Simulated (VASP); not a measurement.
Write the native input for VASP 6.6.1 that does the following.

```
Task                   : relaxation of cell and atoms
Functional             : LDA
Potentials or basis    : VASP PAW LDA potentials, release 64 (H, Br, N)
Cutoff                 : 600 eV
k mesh                 : 4 × 4 × 4
Occupations            : fermi-dirac, width 0.01 eV
Spin                   : no spin polarisation
Target pressure        : 20 GPa
Dipole correction      : no
Further INCAR settings : ALGO = Normal; EDIFF = 1e-06; IBRION = 2; EDIFFG = -0.02; NSW = 50; ISIF = 3
```

The structure of H4BrN lies in POSCAR:

```
H4BrN
1.0
    4.0000000000      0.0000000000      0.0000000000
    0.0000000000      4.0000000000      0.0000000000
    0.0000000000      0.0000000000      4.0000000000
H Br N
4 1 1
Direct
    0.1480000000      0.1480000000      0.1480000000
    0.1480000000      0.8520000000      0.8520000000
    0.8520000000      0.1480000000      0.8520000000
    0.8520000000      0.8520000000      0.1480000000
    0.5000000000      0.5000000000      0.5000000000
    0.0000000000      0.0000000000      0.0000000000
```

The input as run:

INCAR

```
  PREC = Accurate
  ENCUT = 600
  EDIFF = 1E-6
  ISMEAR = -1
  SIGMA = 0.01
  LREAL = F
  LASPH = T
  NELM = 80
  ALGO = Normal
  ISIF = 3
  LWAVE = F
  LCHARG = F
  GGA = CA
  IBRION = 2
  NSW = 50
  EDIFFG = -0.02
  PSTRESS = 200.0
```

KPOINTS

```
Automatic mesh
0
Gamma
  4 4 4
```

Potentials or basis: VASP PAW LDA potentials, release 64 (H, Br, N).

Launch:

```sh
$ cat potpaw_LDA.64/H/POTCAR potpaw_LDA.64/Br/POTCAR potpaw_LDA.64/N/POTCAR > POTCAR
$ mpirun -np 1 vasp_std > vasp.out
```

It gave:

* Relaxed volume: 7.19 Å³/atom
* Relaxed cell: a = 3.507 Å, b = 3.507 Å, c = 3.507 Å, α = 90.00°, β = 90.00°, γ = 90.00°
* Space group after relaxing (to 0.05 Å): P-43m (No. 215)
* Energy change on relaxing (the enthalpy is what falls): +103.5 meV/atom
* Ionic steps: 7
* Pressure after relaxing: 20.1 GPa
* Largest force after relaxing: 0.004 eV/Å
* Band gap on the k mesh: 5.69 eV, indirect (least direct gap 5.88 eV)

Caveat: the cell is relaxed towards a set pressure, so the enthalpy falls and the energy may rise; the volume moved by over 15 % at a fixed basis, so the end points are rough.

Wall time 19 s on 1 thread of Intel(R) Xeon(R) 6975P-C (Granite Rapids), with other jobs on the host, peak memory 0.17 GiB.
